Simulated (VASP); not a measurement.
Here is a VASP 6.6.1 calculation.

INCAR

```
SYSTEM = TePb
  PREC = Accurate
  ENCUT = 520
  EDIFF = 1E-6
  ISMEAR = 0
  SIGMA = 0.02
  LREAL = .FALSE.
  LASPH = .TRUE.
  NELM = 80
  ALGO = Normal
  ISIF = 2
  LWAVE = .FALSE.
  LCHARG = .TRUE.
  GGA = PS
  LELF = .TRUE.
  LVHAR = .TRUE.
  NBANDS = 17
```

KPOINTS

```
Automatic mesh
0
G
  8 8 8
  0 0 0
```

POSCAR

```
TePb
1.0
    0.0000000000      3.3536597500      3.3536597500
    3.3536597500      0.0000000000      3.3536597500
    3.3536597500      3.3536597500      0.0000000000
Te Pb
1 1
Direct
    0.5000000000      0.5000000000      0.5000000000
    0.0000000000      0.0000000000      0.0000000000
```

Potentials or basis: VASP PAW PBE potentials, release 64 (Te, Pb_d).

Run with:

```sh
$ cat potpaw_PBE.64/Te/POTCAR potpaw_PBE.64/Pb_d/POTCAR > POTCAR
$ mpirun -np 1 vasp_std > vasp.out
```

Question: Predict the pressure.

Answer: -4.1 GPa.

Question: Predict the band gap on the k mesh.

Answer: 0.87 eV, direct.

Caveat: the cell differs from its parent crystal (functional PBEsol, strained); the PAW data sets were made with another functional, which shifts forces and pressure a little; spin-orbit coupling is left out, which moves the levels of the heavy elements. A k mesh can miss the band edges.
